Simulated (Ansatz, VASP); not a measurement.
**Two plane-wave programs on SnO2**

```
Sn O
1.0
     4.76482    0.00000    0.00000
     0.00000    4.76482    0.00000
     0.00000    0.00000    3.20750
Sn O
2 4
Direct
  0.50000 0.50000 0.50000
  0.00000 0.00000 0.00000
  0.19403 0.80597 0.50000
  0.80597 0.19403 0.50000
  0.30597 0.30597 0.00000
  0.69403 0.69403 0.00000
```

Alike in both runs: task relaxation of cell and atoms; functional LDA; k mesh 6 × 6 × 8; occupations gaussian, width 0.02 eV; no spin polarisation.

|  | VASP | Ansatz |
| --- | --- | --- |
| version | VASP 6.6.1 | Ansatz 0.2.0 |
| potentials or method | VASP PAW LDA potentials, release 64 (Sn_d, O), cutoff 600 eV | scalar-relativistic, plane waves, PAW |
| valence electrons in the cell | 52 | 52 |

|  | VASP | Ansatz | Ansatz less VASP |
| --- | --- | --- | --- |
| gap on the k mesh at the Fermi level, each at its own relaxed structure (eV) | 1.15 | 1.16 | +0.011 |
| relaxed volume (Å³/atom) | 11.90 | 11.86 | -0.044 |
| relaxed cell length with the largest relative difference (Å) | 3.196 | 3.190 | -0.0056 |

LDA's correlation is that of Perdew and Zunger in VASP and of Perdew and Wang (1992) in Ansatz.
